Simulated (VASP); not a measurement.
Li2S:

```xyz
3
Lattice="0.0000 2.8445 2.8445 2.8445 0.0000 2.8445 2.8445 2.8445 0.0000" Properties=species:S:1:pos:R:3 pbc="T T T"
Li    1.4223    1.4223    1.4223
Li    4.2668    4.2668    4.2668
S     0.0000    0.0000    0.0000
```

Base run:

| Property | Result |
| --- | --- |
| Program | VASP 6.6.1 |
| Functional | PBE |
| Potentials or basis | VASP PAW PBE potentials, release 64 (Li_sv, S) |
| Cutoff | 750 eV |
| k mesh | 8 × 8 × 8 |
| Occupations | gaussian, width 0.01 eV |
| Spin | no spin polarisation |

Its results: band gap on the k mesh 3.39 eV (least direct gap 4.29 eV); pressure 0.2 GPa.

Problem. After a change of settings the same cell gave: band gap on the k mesh 4.12 eV (least direct gap 4.28 eV); pressure 0.6 GPa. Which change was it?
A. k mesh from 8 × 8 × 8 to 6 × 6 × 6
B. k mesh from 8 × 8 × 8 to 2 × 2 × 2
C. k mesh from 8 × 8 × 8 to 7 × 7 × 7
D. k mesh from 8 × 8 × 8 to 3 × 3 × 3

Solution. D.

Caveats: some runs use coarse meshes; an odd mesh through Γ misses points on the zone boundary, where band edges can lie (at least some runs).
